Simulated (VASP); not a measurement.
The system is NaCl.

```
Na Cl
1.0
     0.00000    2.84709    2.84709
     2.84709    0.00000    2.84709
     2.84709    2.84709    0.00000
Na Cl
1 1
Direct
  0.00000 0.00000 0.00000
  0.50000 0.50000 0.50000
```

Base run:

```yaml
Program: VASP 6.6.1
Functional: PBEsol
Potentials_or_basis: VASP PAW PBE potentials, release 64 (Na_pv, Cl)
Cutoff: 520 eV
k_mesh: 8 × 8 × 8
Occupations: gaussian, width 0.02 eV
Spin: no spin polarisation
```

Its results: band gap on the k mesh 4.83 eV, direct; pressure -1.1 GPa.

Q: The run is repeated on the same cell with these changes: functional from PBEsol to r2SCAN. What comes out?

A: Band gap on the k mesh 5.80 eV, direct; pressure -1.3 GPa.

r2SCAN gives the wider gap, since meta-GGAs in the generalised Kohn-Sham scheme recover part of the derivative discontinuity.

Caveats: the PAW data sets were made with another functional, which shifts forces and pressure a little.

A k mesh can miss the band edges.
